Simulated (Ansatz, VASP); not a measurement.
Two plane-wave programs on CaSbC

```
Ca Sb C
1.0
     4.37819    0.00000    0.00000
     0.00000    4.37819    0.00000
     0.00000    0.00000    6.32619
Ca Sb C
2 2 2
Direct
  0.50000 0.00000 0.31028
  0.00000 0.50000 0.68972
  0.50000 0.00000 0.83859
  0.00000 0.50000 0.16141
  0.00000 0.00000 0.00000
  0.50000 0.50000 0.00000
```

Alike in both runs: functional PBE; k mesh 4 × 4 × 4; occupations gaussian, width 0.1 eV; no spin polarisation.

Ansatz relaxed the structure, and its values are those at the end. VASP's run is a single point on that final structure, the one shown.

```csv
,VASP,Ansatz
version,VASP 6.6.1,Ansatz 0.2.0
potentials or method,"VASP PAW PBE potentials, release 64 (Ca_sv, Sb, C), cutoff 520 eV","scalar-relativistic, plane waves, PAW"
valence electrons in the cell,38,58
```

Ansatz gave:

| Quantity | Value |
| --- | --- |
| gap on the k mesh at the Fermi level (eV) | none |
| pressure (GPa) | 0.1 |
| rms of the force components (eV/Å) | 0.002 |

Which values does VASP return?

gap on the k mesh at the Fermi level (eV): none; pressure (GPa): 0.2; rms of the force components (eV/Å): 0.006.

A gap of «none» marks a metal or a gap that the smearing closes. With one functional, cell and mesh, what is left measures potentials, basis and numerics. VASP's potentials hold 38 valence electrons a cell and Ansatz's 58, so a difference there can come from the potentials and not from the codes.

Spin-orbit coupling is off throughout.
